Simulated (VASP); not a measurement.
Here is a VASP 6.6.1 calculation.

The input INCAR:

```
SYSTEM = Si
PREC = Accurate
ENCUT = 520
EDIFF = 1E-6
ISMEAR = 0
SIGMA = 0.02
LREAL = Auto
LASPH = .True.
NELM = 80
ALGO = Normal
ISIF = 2
LWAVE = .False.
LCHARG = .False.
GGA = CA
IBRION = 2
NSW = 80
EDIFFG = -0.02
```

File KPOINTS:

```
Automatic mesh
0
Gamma
  3 3 3
  0 0 0
```

Contents of POSCAR:

```
Si
1.0
    0.0000000000      5.4019422852     -5.4019422852
    5.4019422852      5.4019422852      0.0000000000
    5.4019422852      0.0000000000     -5.4019422852
Si
15
Direct
    0.1250000000      0.1250000000      0.1250000000
    0.1250000000      0.6250000000      0.1250000000
    0.6250000000      0.1250000000      0.1250000000
    0.6250000000      0.6250000000      0.1250000000
    0.1250000000      0.1250000000      0.6250000000
    0.1250000000      0.6250000000      0.6250000000
    0.6250000000      0.1250000000      0.6250000000
    0.6250000000      0.6250000000      0.6250000000
    0.2500000000      0.7500000000      0.2500000000
    0.2500000000      0.2500000000      0.2500000000
    0.7500000000      0.7500000000      0.2500000000
    0.2500000000      0.7500000000      0.7500000000
    0.2500000000      0.2500000000      0.7500000000
    0.7500000000      0.7500000000      0.7500000000
    0.7500000000      0.2500000000      0.7500000000
```

Potentials or basis: VASP PAW LDA potentials, release 64 (Si).

The run is started by

```console
$ cat potpaw_LDA.64/Si/POTCAR > POTCAR
$ mpirun -np 1 vasp_std > vasp.out
```

What does it give for the band gap on the k mesh?

Zero (bands 30 and 31 overlap by 0.72 eV).

What does it give for the energy gained by relaxing?

1.0 meV/atom.

Step by step:
```tsv
step	energy change (eV)	largest force (eV/Å)	pressure (GPa)
1	0.0000	0.1955	-1.61
2	-0.0069	0.1430	-1.72
3	-0.0122	0.1082	-1.95
4	-0.0153	0.0368	-2.05
5	-0.0156	0.0146	-2.09
```

Caveat: the cell differs from its parent crystal (atoms taken out).
